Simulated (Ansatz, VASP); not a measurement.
**Two plane-wave programs on GaSnH3**

```
Ga Sn H
1.0
     3.75333    0.00000    0.00000
     0.00000    3.75333    0.00000
     0.00000    0.00000    4.24942
Ga Sn H
1 1 3
Cartesian
  1.8767 1.8767 2.1247
  0.0000 0.0000 0.0000
  0.0000 1.8767 2.1247
  1.8767 0.0000 2.1247
  0.0000 0.0000 2.1247
```

Alike in both runs: task relaxation of cell and atoms; functional PBE; k mesh 10 × 10 × 10; occupations gaussian, width 0.1 eV; no spin polarisation.

|  | VASP | Ansatz |
| --- | --- | --- |
| version | VASP 6.6.1 | Ansatz 0.2.0 |
| potentials or method | VASP PAW PBE potentials, release 64 (Ga_d, Sn_d, H), cutoff 600 eV | scalar-relativistic, plane waves, PAW |
| valence electrons in the cell | 30 | 30 |

```csv
,VASP,Ansatz,Ansatz less VASP
"gap on the k mesh at the Fermi level, each at its own relaxed structure (eV)",none,none,-
relaxed volume (Å³/atom),11.98,11.97,-0.011
relaxed length of the cell vector where the two differ most in proportion (Å),3.826,3.823,-0.0029
```

A gap of «none» marks a metal or a gap that the smearing closes.
